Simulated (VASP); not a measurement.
# AlNi (P4mm) in VASP: a series of runs

The runs below take AlNi through single point, with PBEsol.

Everything below comes from runs of VASP 6.6.1. Logs are shortened: lines on timing, memory, paths and dates and some standing lists are left out, and cuts for length are marked.

**1. The cell of the first run**

It takes space group P4mm (No. 99, tetragonal). Conventional cell: a = 2.862 Å, b = 2.862 Å, c = 13.086 Å, α = 90.00°, β = 90.00°, γ = 90.00°. Al (site symmetry 4mm) has 8 Ni at 2.48 Å and 5 Al at 2.86 Å within 3.3 Å. Al (site symmetry 4mm) has 8 Ni at 2.48 Å and 6 Al at 2.86 Å within 3.3 Å. Within 3.3 Å of Al (site symmetry 4mm) lie 4 Ni at 2.48 Å and 5 Al at 2.86 Å. Ni (site symmetry 4mm) has 4 Al at 2.48 Å and 5 Ni at 2.86 Å within 3.3 Å. Within 3.3 Å of Ni (site symmetry 4mm) lie 8 Al at 2.48 Å and 6 Ni at 2.86 Å. Within 3.3 Å of Ni (site symmetry 4mm) lie 8 Al at 2.48 Å and 5 Ni at 2.86 Å.

**2. Single point, PBEsol (the distance across one plane changed)**

File INCAR:

```
SYSTEM = AlNi
PREC = Accurate ; ENCUT = 520
EDIFF = 1E-6 ; ISMEAR = 0
SIGMA = 0.15 ; LREAL = .False.
LASPH = .True. ; NELM = 100
ALGO = Fast ; ISIF = 2
LWAVE = .False. ; LCHARG = .True.
GGA = PS ; LELF = .True.
LVHAR = .True. ; NBANDS = 28
```

File KPOINTS:

```
Automatic mesh
0
Gamma
  20 20 7
  0 0 0
```

File POSCAR:

```
AlNi
1.0
    0.0000000000     -2.8621655562      0.0000000000
    0.0000000000      0.0000000000     -2.8621655562
   13.0864966686      0.0000000000      0.0000000000
Al Ni
3 3
Direct
    1.0000000000      0.0000000000      0.1640225886
    1.0000000000      0.0000000000      0.3827339541
    1.0000000000      0.0000000000      0.6014453196
    0.5000000000      0.5000000000      0.0546669058
    0.5000000000      0.5000000000      0.2733782713
    0.5000000000      0.5000000000      0.4920896368
```

Potentials or basis: VASP PAW PBE potentials, release 64 (Al, Ni).

Run with:

```bash
cat potpaw_PBE.64/Al/POTCAR potpaw_PBE.64/Ni/POTCAR > POTCAR
mpirun -np 1 vasp_std > vasp.out
```

OUTCAR:

```text
SYSTEM = AlNi
   PREC = Accurate
   ENCUT = 520
   EDIFF = 1E-6
   ISMEAR = 0
   LREAL = .False.
   LASPH = .True.
   NELM = 100
   ISIF = 2
   GGA = PS

 ion  position               nearest neighbor table
   1  0.000  0.000  0.164-   5 2.48   5 2.48   5 2.48   5 2.48   4 2.48   4 2.48   4 2.48   4 2.48
                             2 2.86
   2  0.000  0.000  0.383-   6 2.48   6 2.48   6 2.48   6 2.48   5 2.48   5 2.48   5 2.48   5 2.48
                             1 2.86   3 2.86
   3  0.000  0.000  0.601-   6 2.48   6 2.48   6 2.48   6 2.48   2 2.86
   4  0.500  0.500  0.055-   1 2.48   1 2.48   1 2.48   1 2.48   5 2.86
   5  0.500  0.500  0.273-   1 2.48   1 2.48   1 2.48   1 2.48   2 2.48   2 2.48   2 2.48   2 2.48
                             4 2.86   6 2.86
   6  0.500  0.500  0.492-   2 2.48   2 2.48   2 2.48   2 2.48   3 2.48   3 2.48   3 2.48   3 2.48
                             5 2.86

  LATTYP: Found a simple tetragonal cell.
 ALAT       =     2.8621655562
 C/A-ratio  =     4.5722360959

  Lattice vectors:

 A1 = (   0.0000000000,  -2.8621655562,   0.0000000000)
 A2 = (   0.0000000000,   0.0000000000,  -2.8621655562)
 A3 = (  13.0864966686,   0.0000000000,   0.0000000000)

Analysis of symmetry for initial positions (statically):
=====================================================================
 Subroutine PRICEL returns:
 Original cell was already a primitive cell.

 Routine SETGRP: Setting up the symmetry group for a
 simple tetragonal supercell.

 Subroutine GETGRP returns: Found  8 space group operations
 (whereof  8 operations were pure point group operations)
 out of a pool of 16 trial point group operations.

The static configuration has the point symmetry C_4v.

Analysis of symmetry for dynamics (positions and initial velocities):
=====================================================================
 Subroutine PRICEL returns:
 Original cell was already a primitive cell.

 Routine SETGRP: Setting up the symmetry group for a
 simple tetragonal supercell.

 Subroutine GETGRP returns: Found  8 space group operations
 (whereof  8 operations were pure point group operations)
 out of a pool of 16 trial point group operations.

The dynamic configuration has the point symmetry C_4v.

 Subroutine INISYM returns: Found  8 space group operations
 (whereof  8 operations are pure point group operations),
 and found     1 'primitive' translations

----------------------------------------------------------------------------------------

                                     Primitive cell

  volume of cell :     107.2045
[... 98 lines left out ...]
   LREAL  =      F    real-space projection
   EDIFFG = 0.1E-04   stopping-criterion for IOM
   NSW    =      0    number of steps for IOM
   IBRION =     -1    ionic relax: 0-MD 1-quasi-New 2-CG
   NFREE  =      0    steps in history (QN), initial steepest desc. (CG)
   ISIF   =      2    stress and relaxation
   ISYM   =      2    0-nonsym 1-usesym 2-fastsym
   POTIM  = 0.5000    time-step for ionic-motion
   TEBEG  =    0.0;   TEEND  =   0.0 temperature during run
   PSTRESS=    0.0 pullay stress
   NELECT =      39.0000    total number of electrons
   NUPDOWN=      -1.0000    fix difference up-down
   EMIN   =  10.00;   EMAX   =-10.00  energy-range for DOS
   EFERMI =   0.00;   METHOD = LEGACY
   ISMEAR =     0;   SIGMA  =   0.15  broadening in eV -4-tet -1-fermi 0-gaus
   EFERMI_NEDOS =   21; number of points for ismear=-14 and -15
   IALGO  =     68    algorithm
   IMIX   =      4    mixing-type and parameters
     AMIX     =   0.40;   BMIX     =  1.00
     AMIX_MAG =   1.60;   BMIX_MAG =  1.00
  volume/ion in A,a.u.               =      17.87       120.58
  Fermi-wavevector in a.u.,A,eV,Ry     =   1.168670  2.208467 18.582710  1.365791
  Thomas-Fermi vector in A             =   2.305154
   LORBIT       =      0    0 simple, 1 ext, 2 COOP (PROOUT), +10 PAW based schemes
   GGA     = PS    functional components
   LHFCALC =     F    Hartree Fock is set to
   AEXX    =    0.0000 exact exchange contribution
   IVDW    =     0    specifies the selected vdW correction
   LEPSILON=     F    determine dielectric tensor
   LRPA    =     F    only Hartree local field effects (RPA)
 non-spin polarized calculation
 RMM-DIIS sequential band-by-band and
 Gauss-broadening in eV      SIGMA  =   0.15
  energy-cutoff  :      520.00
  volume of cell :      107.20
 maximum number of plane-waves:      2925
 NGX is ok and might be reduce to    24
   NGX = 11   NGY = 11   NGZ = 49

 number of electron      39.0000028 magnetization

 Free energy of the ion-electron system (eV)
  ---------------------------------------------------
  ext. energy  EPLUGINS =         0.00000000
  ---------------------------------------------------
  free energy    TOTEN  =       -32.03458574 eV

  energy without entropy =      -31.99326019  energy(sigma->0) =      -32.01392296

 E-fermi :   5.2715     XC(G=0):  -9.4304

 val. band max:        5.2688722111   @ k =   0.4500   0.0000   0.2857
 cond. band min:       5.2766836248   @ k =   0.4500   0.0000   0.4286
 fundamental gap:      0.0078114138
 Fermi energy:         5.2715319574

 k-point     1 :       0.0000    0.0000    0.0000
  band No.  band energies     occupation
      1      -5.5668      2.00000
      2      -4.2503      2.00000
      3      -2.3624      2.00000
      4      -0.1515      2.00000
      5       1.5393      2.00000
      6       2.0128      2.00000
[... 733 lines left out ...]
     27      11.7986      0.00000
     28      12.5704      0.00000

 [... further k-points ...]
[... 5 lines left out ...]
  --------------------------------------------------------------------------------------
  -------------------------------------------------------------------------------------
  Total       -0.8570493     -3.3559701     -3.3559701      0.0000000      0.0000000     -0.0000000
  in kB      -12.8086543    -50.1551771    -50.1551771      0.0000000      0.0000000     -0.0000000
  external PRESSURE =     -37.7063362 kB  Pullay stress =       0.0000000 kB

 VOLUME and BASIS-vectors are now :
 -----------------------------------------------------------------------------
  energy-cutoff  :      520.00
  volume of cell :      107.20
      direct lattice vectors                 reciprocal lattice vectors
     0.000000000 -2.862165556  0.000000000     0.000000000 -0.349385799  0.000000000
     0.000000000  0.000000000 -2.862165556     0.000000000  0.000000000 -0.349385799
    13.086496669  0.000000000  0.000000000     0.076414645  0.000000000  0.000000000

 POSITION                                       TOTAL-FORCE (eV/Angst)
 -----------------------------------------------------------------------------------
      2.14648      0.00000      0.00000        -1.025245      0.000000     -0.000000
      5.00865      0.00000      0.00000        -0.059865      0.000000     -0.000000
      7.87081      0.00000      0.00000        -0.212718      0.000000     -0.000000
      0.71540     -1.43108     -1.43108         0.742272      0.000000      0.000000
      3.57756     -1.43108     -1.43108         0.208237      0.000000     -0.000000
      6.43973     -1.43108     -1.43108         0.347319      0.000000     -0.000000
 -----------------------------------------------------------------------------------
    total drift:                               -0.000487     -0.000000      0.000000

  FREE ENERGIE OF THE ION-ELECTRON SYSTEM (eV)
  ---------------------------------------------------
  free  energy   TOTEN  =       -32.0345857371 eV

  energy  without entropy=      -31.9932601888  energy(sigma->0) =      -32.01392296
```

OSZICAR:

```text
N       E                     dE             d eps       ncg     rms          rms(c)
DAV:   1     0.226308794560E+03    0.22631E+03   -0.16391E+04 14784   0.143E+03
DAV:   2    -0.226497879872E+02   -0.24896E+03   -0.23866E+03 14876   0.305E+02
[... 13 lines left out ...]
RMM:  16    -0.320343655923E+02   -0.13860E-03   -0.14054E-03 17376   0.185E-01    0.375E-02
RMM:  17    -0.320345491938E+02   -0.18360E-03   -0.45636E-04 17643   0.110E-01    0.676E-02
RMM:  18    -0.320345908068E+02   -0.41613E-04   -0.11886E-04 17705   0.714E-02    0.514E-02
RMM:  19    -0.320345832209E+02    0.75860E-05   -0.38426E-05 18160   0.475E-02    0.218E-02
RMM:  20    -0.320345864239E+02   -0.32030E-05   -0.12571E-05 15480   0.192E-02    0.258E-02
RMM:  21    -0.320345857371E+02    0.68673E-06   -0.64258E-06 13800   0.182E-02
   1 F= -.32034586E+02 E0= -.32013923E+02  d E =-.413255E-01
```

Wall time 13 min (1 thread of Intel Xeon Platinum 8488C (Sapphire Rapids), shared host); peak memory 0.72 GiB.

Results:

* Free energy: -32.0346 eV
* Pressure: -3.8 GPa
* Largest force: 1.025 eV/Å
* Band gap on the k mesh: zero (an odd number of electrons rules out a gap without spin polarisation)

Forces in eV/Å, atoms in the order of the input:
```
Al  -1.025  0.000  0.000
Al  -0.060  0.000  0.000
Al  -0.213  0.000  0.000
Ni   0.742  0.000  0.000
Ni   0.208  0.000  0.000
Ni   0.347  0.000  0.000
```

Caveat: the cell differs from its parent crystal (the distance across one plane changed); the cell stands under tension; the PAW data sets were made with another functional, which shifts forces and pressure a little.

**3. Single point, PBEsol (the distance across one plane changed)**

File INCAR:

```
PREC = Accurate
ENCUT = 520
EDIFF = 1E-6
ISMEAR = 0
SIGMA = 0.15
LREAL = F
LASPH = T
NELM = 60
ALGO = Fast
ISIF = 2
LWAVE = F
LCHARG = T
GGA = PS
LELF = T
LVHAR = T
NBANDS = 28
```

File KPOINTS:

```
regular mesh
0
Gamma
  20 20 7
```

File POSCAR:

```
AlNi
1.0
    0.0000000000     -2.8621655562      0.0000000000
    0.0000000000      0.0000000000     -2.8621655562
    9.5864966686      0.0000000000      0.0000000000
Al Ni
3 3
Direct
    1.0000000000      0.0000000000      0.2239067235
    1.0000000000      0.0000000000      0.5224689256
    1.0000000000      0.0000000000      0.8210311278
    0.5000000000      0.5000000000      0.0746256224
    0.5000000000      0.5000000000      0.3731878246
    0.5000000000      0.5000000000      0.6717500267
```

Potentials or basis: VASP PAW PBE potentials, release 64 (Al, Ni).

Run with:

```bash
cat potpaw_PBE.64/Al/POTCAR potpaw_PBE.64/Ni/POTCAR > POTCAR
mpirun -np 1 vasp_std > vasp.out
```

Wall time 5.1 min (1 thread of Intel Xeon 6975P-C (Granite Rapids), shared host); peak memory 0.55 GiB.

Results (log left out):

| Quantity | Value |
| --- | --- |
| Free energy | -33.6120 eV |
| Pressure | -7.1 GPa |
| Largest force | 1.276 eV/Å |
| Band gap on the k mesh | zero (an odd number of electrons rules out a gap without spin polarisation) |

Forces on the atoms (eV/Å):
```
Al  -0.747  0.000  0.000
Al  -0.064  0.000  0.000
Al   1.276  0.000  0.000
Ni  -0.716  0.000  0.000
Ni   0.106  0.000  0.000
Ni   0.145  0.000  0.000
```

Stress tensor (GPa, compression positive):
```
-9.24  0.00  0.00
 0.00 -6.05  0.00
 0.00  0.00 -6.05
```

Levels at points of the mesh, in eV from the Fermi level:
```tsv
k point	band 16	band 17	band 18	band 19	band 20	band 21	band 22	band 23
(0.00, 0.00, 0.00)	-1.32	-1.16	-1.16	-0.77	-0.26	3.74	5.97	5.99
(0.50, 0.00, 0.00)	-1.73	-1.32	-1.05	-0.84	-0.77	-0.31	1.60	2.09
(0.50, 0.50, 0.00)	-1.06	-0.39	0.20	0.20	1.43	1.43	1.55	1.87
```

Caveat: the cell differs from its parent crystal (the distance across one plane changed); the cell stands under tension; the PAW data sets were made with another functional, which shifts forces and pressure a little.

**4. Single point, PBEsol (the distance across one plane changed)**

File INCAR:

```
ALGO     = Fast           # electronic algorithm
EDIFF    = 1E-7           # SCF threshold, eV
ENCUT    = 520            # plane-wave cutoff, eV
GGA      = PS             # functional
ISIF     = 2              # what is computed and relaxed
ISMEAR   = 0              # smearing method
LASPH    = T              # aspherical terms in the spheres
LCHARG   = T              # write CHGCAR
LELF     = T              # ELF
LREAL    = F              # projectors in reciprocal space
LVHAR    = T            
LWAVE    = F              # write WAVECAR
NBANDS   = 28             # bands
NELM     = 80             # most SCF steps
PREC     = Accurate       # precision mode
SIGMA    = 0.15           # smearing width, eV
```

File KPOINTS:

```
k-points
0
Gamma
  20 20 7
```

File POSCAR:

```
AlNi
1.0
    0.0000000000     -2.8621655562      0.0000000000
    0.0000000000      0.0000000000     -2.8621655562
   10.0864966686      0.0000000000      0.0000000000
Al Ni
3 3
Direct
    1.0000000000      0.0000000000      0.2128073928
    1.0000000000      0.0000000000      0.4965695008
    1.0000000000      0.0000000000      0.7803316087
    0.5000000000      0.5000000000      0.0709263389
    0.5000000000      0.5000000000      0.3546884468
    0.5000000000      0.5000000000      0.6384505547
```

Run with:

```bash
cat potpaw_PBE.64/Al/POTCAR potpaw_PBE.64/Ni/POTCAR > POTCAR
mpirun -np 1 vasp_std > vasp.out
```

Wall time 6.3 min (1 thread of Intel Xeon 6975P-C (Granite Rapids), shared host); peak memory 0.57 GiB.

Results (log left out):

| Property | Result |
| --- | --- |
| Free energy | -32.9937 eV |
| Pressure | -6.8 GPa |
| Largest force | 0.856 eV/Å |
| Band gap on the k mesh | zero (an odd number of electrons rules out a gap without spin polarisation) |

Forces in eV/Å, atoms in the order of the input:
```
Al  -0.856  0.000  0.000
Al  -0.095  0.000  0.000
Al   0.816  0.000  0.000
Ni  -0.318  0.000  0.000
Ni   0.153  0.000  0.000
Ni   0.299  0.000  0.000
```

Stress tensor (GPa, compression positive):
```
-8.23  0.00  0.00
 0.00 -6.04  0.00
 0.00  0.00 -6.04
```

Levels at points of the mesh, in eV from the Fermi level:
```tsv
k point	band 16	band 17	band 18	band 19	band 20	band 21	band 22	band 23
(0.00, 0.00, 0.00)	-1.47	-1.01	-1.01	-0.63	-0.32	3.34	4.51	6.04
(0.50, 0.00, 0.00)	-1.57	-1.17	-0.90	-0.85	-0.76	-0.27	0.88	2.10
(0.50, 0.50, 0.00)	-1.02	-0.26	0.12	0.12	1.55	1.84	1.84	1.96
```

Caveat: the cell differs from its parent crystal (the distance across one plane changed); the cell stands under tension; the PAW data sets were made with another functional, which shifts forces and pressure a little.

**5. Summary**

```tsv
cell	further INCAR settings	gap on the mesh (eV)	pressure (GPa)	largest force (eV/Å)
a = 2.862, b = 2.862, c = 13.086 Å, 6 atoms	ALGO = Fast; EDIFF = 1e-06; NBANDS = 28	none	-3.8	1.03
a = 2.862, b = 2.862, c = 9.586 Å, 6 atoms	ALGO = Fast; EDIFF = 1e-06; NBANDS = 28	none	-7.1	1.28
a = 2.862, b = 2.862, c = 10.086 Å, 6 atoms	ALGO = Fast; EDIFF = 1e-07; NBANDS = 28	none	-6.8	0.86
```

Alike in all rows: task single point; level PBEsol; potentials or basis VASP PAW PBE potentials, release 64 (Al, Ni); no spin polarisation; k mesh 20 × 20 × 7; cutoff (eV) 520; smearing gaussian 0.15 eV.

Caveats: the cell stands under tension; the PAW data sets were made with another functional, which shifts forces and pressure a little.

Absolute energies hang on the potentials; compare differences alone.
